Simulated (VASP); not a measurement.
A run of VASP 6.6.1:

INCAR

```
PREC = Accurate ; ENCUT = 520
EDIFF = 1E-6 ; ISMEAR = 0
SIGMA = 0.02 ; LREAL = False
LASPH = True ; NELM = 80
ALGO = Normal ; ISIF = 2
LWAVE = False ; LCHARG = False
GGA = PE ; NBANDS = 15
```

Contents of KPOINTS:

```
regular mesh
0
Gamma
  6 6 6
```

POSCAR

```
KBr
1.0
    0.0000000000      3.2820525066      3.2820525066
    3.2820525066      0.0000000000      3.2820525066
    3.2820525066      3.2820525066      0.0000000000
K Br
1 1
Direct
    0.0000000000      0.0000000000      0.0000000000
    0.5000000000      0.5000000000      0.5000000000
```

Potentials or basis: VASP PAW PBE potentials, release 64 (K_sv, Br).

Launch:

```console
$ cat potpaw_PBE.64/K_sv/POTCAR potpaw_PBE.64/Br/POTCAR > POTCAR
$ mpirun -np 1 vasp_std > vasp.out
```

Hardware: 1 thread of Intel(R) Xeon(R) 6975P-C (Granite Rapids), with other jobs on the host.

Task: Estimate the wall time of this run.

Result: Wall time 14 s on 1 thread of Intel(R) Xeon(R) 6975P-C (Granite Rapids), on a shared host, peak memory 0.2 GiB. Counts: scf iterations 13, k points 16.
